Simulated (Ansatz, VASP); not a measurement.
Two plane-wave programs on ZrS2

```
CELL_PARAMETERS angstrom
-1.84269 -3.19163 0.00000
1.84269 -3.19163 0.00000
0.00000 0.00000 18.01895
ATOMIC_POSITIONS crystal
Zr 0.00000 0.00000 0.56270
Zr 0.00000 0.00000 0.18757
S 0.66667 0.66667 0.64307
S 0.66667 0.66667 0.26794
S 0.33333 0.33333 0.10719
S 0.33333 0.33333 0.48232
```

Alike in both runs: task single point; functional PBE; k mesh 8 × 8 × 2; occupations gaussian, width 0.05 eV; no spin polarisation.

|  | VASP | Ansatz |
| --- | --- | --- |
| version | VASP 6.6.1 | Ansatz 0.2.0 |
| potentials or method | VASP PAW PBE potentials, release 64 (Zr_sv, S), cutoff 500 eV | scalar-relativistic, plane waves, PAW |
| valence electrons in the cell | 48 | 48 |

```tsv
	VASP	Ansatz	Ansatz less VASP
gap on the k mesh at the Fermi level (eV)	1.17	1.17	+0.003
least direct gap on the mesh (eV)	1.69	1.68	-0.004
```
